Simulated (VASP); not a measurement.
Input of a VASP 6.6.1 run:

File INCAR:

```
PREC = Accurate ; ENCUT = 520
EDIFF = 1E-6 ; ISMEAR = 0
SIGMA = 0.1 ; LREAL = F
LASPH = T ; NELM = 60
ALGO = Normal ; ISIF = 2
LWAVE = F ; LCHARG = F
GGA = PE ; NBANDS = 26
```

KPOINTS

```
regular mesh
0
Gamma
  4 4 4
```

File POSCAR:

```
P3OsW
1.0
    4.0971405231      0.0000000000      0.0000000000
    0.0000000000      4.0971405231      0.0000000000
    0.0000000000      0.0000000000      4.1484831362
P Os W
3 1 1
Direct
    0.5000000000      0.5000000000      0.9750000000
    0.0000000000      0.5000000000      0.4850000000
    0.5000000000      0.0000000000      0.4850000000
    0.5000000000      0.5000000000      0.5150000000
    0.0000000000      0.0000000000      0.0000000000
```

Potentials or basis: VASP PAW PBE potentials, release 64 (P, Os, W_sv).

Launch:

```sh
$ cat potpaw_PBE.64/P/POTCAR potpaw_PBE.64/Os/POTCAR potpaw_PBE.64/W_sv/POTCAR > POTCAR
$ mpirun -np 1 vasp_std > vasp.out
```

What does it give for the band gap on the k mesh?

Zero (an odd number of electrons rules out a gap without spin polarisation).

Predict the pressure.

80.1 GPa.

What does it give for the largest force?

9.874 eV/Å.

Stress tensor (GPa, compression positive):
```
76.71  0.00  0.00
 0.00 76.71  0.00
 0.00  0.00 86.77
```

Caveat: the k points lie up to 0.38 Å⁻¹ apart, too coarse for converged energies and pressures of a metal; spin-orbit coupling is left out, which moves the levels of the heavy elements; an odd number of electrons without spin polarisation forces a metal; a magnetic or distorted state may lie lower.
